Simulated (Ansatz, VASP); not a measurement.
One calculation of Cu, two programs

Contents of POSCAR:

```
Cu
1.0
    2.5340966698      0.0000000000      0.0000000000
   -1.2670483349      2.1945920917      0.0000000000
    0.0000000000      0.0000000000      4.1125710000
Cu
2
Direct
    0.6666666667      0.3333333333      0.7500000000
    0.3333333333      0.6666666667      0.2500000000
```

INCAR.step1

```
SYSTEM = Cu
ALGO = Normal ; EDIFF = 1E-4
ENCUT = 520 ; GGA = PE
ISMEAR = -1 ; LASPH = .True.
LCHARG = .False. ; LREAL = .False.
LWAVE = .True. ; NBANDS = 18
NELM = 80 ; PREC = Accurate
SIGMA = 0.05
```

File INCAR.step2:

```
SYSTEM = Cu
ALGO = Normal ; EDIFF = 1E-6
ENCUT = 520 ; ISIF = 2
ISMEAR = -1 ; ISTART = 1
LASPH = .True. ; LCHARG = .False.
LMIXTAU = .True. ; LREAL = .False.
LWAVE = .False. ; METAGGA = R2SCAN
NBANDS = 18 ; NELM = 80
PREC = Accurate ; SIGMA = 0.05
```

KPOINTS

```
k-points
0
Gamma
  12 12 7
  0 0 0
```

input.yaml

```yaml
crystal:
  lattice:
    - [2.5340966698, 0.0, 0.0]
    - [-1.2670483349, 2.1945920917, 0.0]
    - [0.0, 0.0, 4.112571]
  atoms:
    - { symbol: Cu, position: [0.6666666667, 0.3333333333, 0.75] }
    - { symbol: Cu, position: [0.3333333333, 0.6666666667, 0.25] }
hamiltonian:
  xc: r2scan
  pseudopotentials: { kind: paw }
kpoints:
  mp_grid: { grid: [12, 12, 7] }
scf:
  occupations: { method: fermi_dirac, width: 0.05 }
output:
  forces: true
  stress: true
  eigenvalues: true
```

Alike in both runs: task single point; functional r2SCAN; k mesh 12 × 12 × 7; occupations fermi-dirac, width 0.05 eV; no spin polarisation.

|  | VASP | Ansatz |
| --- | --- | --- |
| version | VASP 6.6.1 | Ansatz 0.2.0 |
| potentials or method | VASP PAW PBE potentials, release 64 (Cu) | Ansatz PAW |
| plane-wave cutoff (eV) | 520 | 500 |
| valence electrons in the cell | 22 | 38 |

Ansatz gave:

```
gap on the k mesh at the Fermi level (eV)                     : none
pressure (GPa)                                                : 0.4
traceless stress, the component that is largest in VASP (GPa) : 0.19
```

**Question.** Which values does VASP return?

**Answer.** gap on the k mesh at the Fermi level (eV): none; pressure (GPa): 1.1; traceless stress, the component that is largest in VASP (GPa): 0.13.

VASP's potentials were made for PBE, not for r2SCAN. A gap of «none» marks a metal or a gap that the smearing closes. VASP's potentials hold 22 valence electrons a cell and Ansatz's 38, so a difference there can come from the potentials and not from the codes.
